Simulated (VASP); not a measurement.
Input of a VASP 6.6.1 run:

File INCAR:

```
  PREC = Accurate
  ENCUT = 520
  EDIFF = 1E-6
  ISMEAR = 0
  SIGMA = 0.05
  LREAL = False
  LASPH = True
  NELM = 100
  ALGO = Normal
  ISIF = 2
  LWAVE = False
  LCHARG = False
  GGA = CA
  NBANDS = 16
```

Contents of KPOINTS:

```
Automatic mesh
0
Gamma
  9 9 9
```

File POSCAR:

```
CaC2
1.0
    1.9443979843      1.1225986996      3.9538747767
   -1.9443979843      1.1225986996      3.9538747767
    0.0000000000     -2.2451973993      3.9538747767
Ca C
1 2
Direct
    0.0000000000      0.0000000000      0.0000000000
    0.5529150000      0.5529150000      0.5529150000
    0.4470850000      0.4470850000      0.4470850000
```

Potentials or basis: VASP PAW LDA potentials, release 64 (Ca_sv, C).

Command:

```bash
$ cat potpaw_LDA.64/Ca_sv/POTCAR potpaw_LDA.64/C/POTCAR > POTCAR
$ mpirun -np 1 vasp_std > vasp.out
```

Question: What does it give for the band gap on the k mesh?

Answer: 2.65 eV, indirect (least direct gap 3.75 eV).

Question: Estimate the pressure.

Answer: -5.0 GPa.

Stress tensor (GPa, compression positive):
```
-4.61  0.00  0.00
 0.00 -4.61  0.00
 0.00  0.00 -5.76
```

A k mesh can miss the band edges. A hybrid or GW would open this gap; LDA tends to underestimate it.
